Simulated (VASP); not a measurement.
Set up this calculation in VASP 6.6.1, as the native input.

```
Task                   : single point
Functional             : PBE
Potentials or basis    : VASP PAW PBE potentials, release 64 (Co, Si)
Cutoff                 : 520 eV
k mesh                 : 6 × 6 × 6
Occupations            : fermi-dirac, width 0.02 eV
Spin                   : no spin polarisation
Dipole correction      : no
Further INCAR settings : ALGO = Normal; EDIFF = 1e-07; NBANDS = 36
```

The structure of CoSi lies in POSCAR:

```
CoSi
1.0
    4.5176399433      0.0000000000      0.0000000000
    0.0000000000      4.5176399433      0.0000000000
    0.0000000000      0.0000000000      4.5176399433
Co Si
4 4
Direct
    0.1450332833      0.1450332833      0.1450332833
    0.3549667167      0.8549667167      0.6450332833
    0.6450332833      0.3549667167      0.8549667167
    0.8549667167      0.6450332833      0.3549667167
    0.8431868922      0.8431868922      0.8431868922
    0.6568131078      0.1568131078      0.3431868922
    0.3431868922      0.6568131078      0.1568131078
    0.1568131078      0.3431868922      0.6568131078
```

This cell differs from its parent crystal: volume changed by +6%.

These files were run (other wordings do the same):

INCAR

```
SYSTEM = CoSi
  ALGO = Normal
  EDIFF = 1E-7
  ENCUT = 520
  GGA = PE
  ISIF = 2
  ISMEAR = -1
  LASPH = .TRUE.
  LCHARG = .FALSE.
  LREAL = .FALSE.
  LWAVE = .FALSE.
  NBANDS = 36
  NELM = 100
  PREC = Accurate
  SIGMA = 0.02
```

KPOINTS

```
k-points
0
G
  6 6 6
  0 0 0
```

Potentials or basis: VASP PAW PBE potentials, release 64 (Co, Si).

Launch:

```console
$ cat potpaw_PBE.64/Co/POTCAR potpaw_PBE.64/Si/POTCAR > POTCAR
$ mpirun -np 1 vasp_std > vasp.out
```

Results of the run:

The pressure is -11.6 GPa and the largest force is 0.116 eV/Å. The band gap on the k mesh is zero (band 26 reaches 11.21 eV, above the bottom of band 27 at 11.02 eV).

Wall time 59 s on 1 thread of AMD EPYC 9R45 96-Core Processor (Zen 5), on a shared host, peak memory 0.2 GiB.
